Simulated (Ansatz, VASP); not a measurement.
**One calculation of Hg3P2, two programs**

File INCAR:

```
ALGO = Normal
EDIFF = 1E-7
EDIFFG = -0.01
ENCUT = 600
GGA = PE
IBRION = 2
ISIF = 3
ISMEAR = 0
LASPH = T
LCHARG = F
LREAL = F
LWAVE = F
NELM = 100
NSW = 100
PREC = Accurate
SIGMA = 0.1
```

KPOINTS

```
k-points
0
Gamma
  10 6 6
```

File POSCAR:

```
Hg3P2
1.0
    4.2920077958      0.0000000000      0.0000000000
    0.0000000000      5.9354186983      0.0000000000
    0.0000000000      0.0000000000      6.0600984440
Hg P
3 2
Direct
    0.0000000000      0.0000000000      0.5000000000
    0.0000000000      0.5000000000      0.0000000000
    0.0000000000      0.0000000000      0.0000000000
    0.5000000000      0.5000000000      0.5000000000
    0.0000000000      0.5000000000      0.5000000000
```

Input for Ansatz:

```yaml
crystal:
  lattice:
    - [4.2920077958, 0.0, 0.0]
    - [0.0, 5.9354186983, 0.0]
    - [0.0, 0.0, 6.060098444]
  atoms:
    - { symbol: Hg, position: [0.0, 0.0, 0.5] }
    - { symbol: Hg, position: [0.0, 0.5, 0.0] }
    - { symbol: Hg, position: [0.0, 0.0, 0.0] }
    - { symbol: P, position: [0.5, 0.5, 0.5] }
    - { symbol: P, position: [0.0, 0.5, 0.5] }
basis:
  ecutwfc: 420
kpoints:
  mp_grid: { grid: [10, 6, 6] }
hamiltonian:
  xc: pbe
scf:
  occupations: { method: gaussian, width: 0.1 }
output:
  forces: true
  stress: true
  eigenvalues: true
relax:
  adjacent_minimum: "off"
  f_tol: 0.01
  max_steps: 80
  cell: { stress_tol: 0.05 }
```

Change from the starting cell: species swapped into the Zr3Cd2 type (Pmmm, No. 47).

Alike in both runs: task relaxation of cell and atoms; functional PBE; k mesh 10 × 6 × 6; occupations gaussian, width 0.1 eV; no spin polarisation.

|  | VASP | Ansatz |
| --- | --- | --- |
| version | VASP 6.6.1 | Ansatz 0.2.0 |
| potentials or method | VASP PAW PBE potentials, release 64 (Hg, P), cutoff 600 eV | scalar-relativistic, plane waves, PAW |
| valence electrons in the cell | 46 | 70 |

```csv
,VASP,Ansatz,Ansatz less VASP
"gap on the k mesh at the Fermi level, each at its own relaxed structure (eV)",none,none,-
relaxed volume (Å³/atom),31.28,31.05,-0.229
relaxed cell length with the largest relative difference (Å),5.627,5.599,-0.0277
```

A gap of «none» marks a metal or a gap that the smearing closes. VASP's potentials hold 46 valence electrons a cell and Ansatz's 70, so a difference there can come from the potentials and not from the codes.

Neither program's run includes spin-orbit coupling.
